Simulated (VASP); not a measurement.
The system is MnSb.

```
Sb Mn
1.0
     4.15000    0.00000    0.00000
    -2.07500    3.59401    0.00000
     0.00000    0.00000    5.78000
Sb Mn
2 2
Direct
  0.66667 0.33333 0.75000
  0.33333 0.66667 0.25000
  0.00000 0.00000 0.50000
  0.00000 0.00000 0.00000
```

- Program: VASP 6.6.1
- Task: relaxation of cell and atoms
- Functional: revPBE
- Potentials or basis: VASP PAW PBE potentials, release 64 (Sb, Mn_pv)
- Cutoff: 600 eV
- k mesh: 7 × 7 × 5
- Occupations: fermi-dirac, width 0.05 eV
- Spin: collinear spin, ferromagnetic start
- Starting moments: [0.0, 0.0, 4.0, 4.0] μB

At the start: pressure -1.2 GPa; volume 21.55 Å³/atom.

**Question.** How do energy, volume and symmetry change on relaxing?

**Answer.** Over 5 steps the energy falls by 2.9 meV/atom and the volume is 21.01 Å³/atom (-2.5 %); space group P6_3/mmc (No. 194, to 0.1 Å) before and after; moment 6.61 μB per cell.

The path:
```
step  energy change (eV)  largest force (eV/Å)  pressure (GPa)  volume (Å³)
   1              0.0000                0.0000           -1.21        86.21
   2             -0.0102                0.0000           -0.05        84.19
   3             -0.0104                0.0000            0.11        83.92
   4             -0.0113                0.0000            0.07        83.98
   5             -0.0116                0.0000            0.02        84.04
```

Final structure:
```
Sb Mn
1.0
     4.13907    0.00000    0.00000
    -2.06954    3.58454    0.00000
     0.00000    0.00000    5.66410
Sb Mn
2 2
Direct
  0.66667 0.33333 0.75000
  0.33333 0.66667 0.25000
  0.00000 0.00000 0.50000
  0.00000 0.00000 0.00000
```

Caveat: the PAW data sets were made with another functional, which shifts forces and pressure a little; the run started ferromagnetic, and an antiferromagnetic order may lie lower in energy.
